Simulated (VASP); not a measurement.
Here is a VASP 6.6.1 calculation.

Contents of INCAR:

```
SYSTEM = La
PREC = Accurate ; ENCUT = 600
EDIFF = 1E-6 ; ISMEAR = -1
SIGMA = 0.05 ; LREAL = .False.
LASPH = .True. ; NELM = 150
ALGO = Normal ; ISIF = 3
LWAVE = .False. ; LCHARG = .False.
ISPIN = 2 ; MAGMOM = 1 1
LORBIT = 11 ; LMAXMIX = 6
GGA = PE ; IBRION = 2
NSW = 80 ; EDIFFG = -0.01
```

KPOINTS

```
Automatic mesh
0
Gamma
  8 8 8
  0 0 0
```

The input POSCAR:

```
La
1.0
    0.0000000000      3.6965376151      3.6965376151
    3.6965376151      0.0000000000      3.6965376151
    3.6965376151      3.6965376151      0.0000000000
La
2
Direct
    0.1250000000      0.1250000000      0.1250000000
    0.8750000000      0.8750000000      0.8750000000
```

Potentials or basis: VASP PAW PBE potentials, release 64 (La).

Run with:

```console
$ cat potpaw_PBE.64/La/POTCAR > POTCAR
$ mpirun -np 1 vasp_std > vasp.out
```

**Question.** Predict the space group after relaxing (to 0.1 Å).

**Answer.** Fd-3m (No. 227).

**Question.** Estimate the relaxed cell.

**Answer.** a = 4.720 Å, b = 4.720 Å, c = 4.720 Å, α = 60.00°, β = 60.00°, γ = 60.00°.

**Question.** Predict the band gap on the k mesh.

**Answer.** Zero (filled and empty bands overlap).

Final structure:
```cif
data_structure
_symmetry_space_group_name_H-M 'P 1'
_symmetry_Int_Tables_number 1
_cell_length_a 4.7203
_cell_length_b 4.7203
_cell_length_c 4.7203
_cell_angle_alpha 60.000
_cell_angle_beta 60.000
_cell_angle_gamma 60.000
_cell_volume 74.37
loop_
_atom_site_label
_atom_site_type_symbol
_atom_site_fract_x
_atom_site_fract_y
_atom_site_fract_z
_atom_site_occupancy
La1 La 0.12500 0.12500 0.12500 1
La2 La 0.87500 0.87500 0.87500 1
```

Caveat: spin-orbit coupling is left out, which moves the levels of the heavy elements.
